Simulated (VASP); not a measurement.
Runs of VASP 6.6.1 on BiB2Sb. It takes space group P-4m2 (No. 115, tetragonal). Conventional cell: a = 3.793 Å, b = 3.793 Å, c = 5.365 Å, α = 90.00°, β = 90.00°, γ = 90.00°. Within 3.0 Å of Sb (site symmetry -4m2) lie 4 B at 2.29 Å. B (site symmetry 2mm) has 2 Sb at 2.29 Å and 2 Bi at 2.36 Å within 3.0 Å. Bi (site symmetry -4m2) has 4 B at 2.36 Å within 3.1 Å. 

```tsv
level	potentials or basis	k mesh	cutoff (eV)	grid for exact exchange (PRECFOCK)	share of exact exchange	screening parameter	gap on the mesh (eV)	pressure (GPa)	largest force (eV/Å)
PBE	VASP PAW PBE potentials, release 64 (Sb, B, Bi_d)	6 × 6 × 4	500	-	-	-	(b)	1.5	0.03
HSE06	VASP PAW PBE potentials, release 64 (Sb, B, Bi_d)	4 × 4 × 2	420	Normal	0.25	0.2079 1/Å	1.21	(a)	-
LDA	VASP PAW LDA potentials, release 64 (Sb, B, Bi_d)	4 × 4 × 2	500	-	-	-	0.58	-3.3	0.02
r2SCAN	VASP PAW PBE potentials, release 64 (Sb, B, Bi_d)	4 × 4 × 2	550	-	-	-	0.79	0.2	-
PBE	VASP PAW PBE potentials, release 64 (Sb, B, Bi_d)	4 × 4 × 2	500	-	-	-	0.65	1.5	0.01
```

Alike in all rows: task single point; no spin polarisation; cell as given; smearing gaussian 0.01 eV.

Estimate the missing entries.

(a) -1.8; (b) 0.64.

Caveats: some runs use coarse meshes; spin-orbit coupling is left out, which moves the levels of the heavy elements; the PAW data sets were made with another functional, which shifts forces and pressure a little (at least some runs).

A k mesh can miss the band edges, and the runs leave out spin-orbit coupling on Bi, Sb.
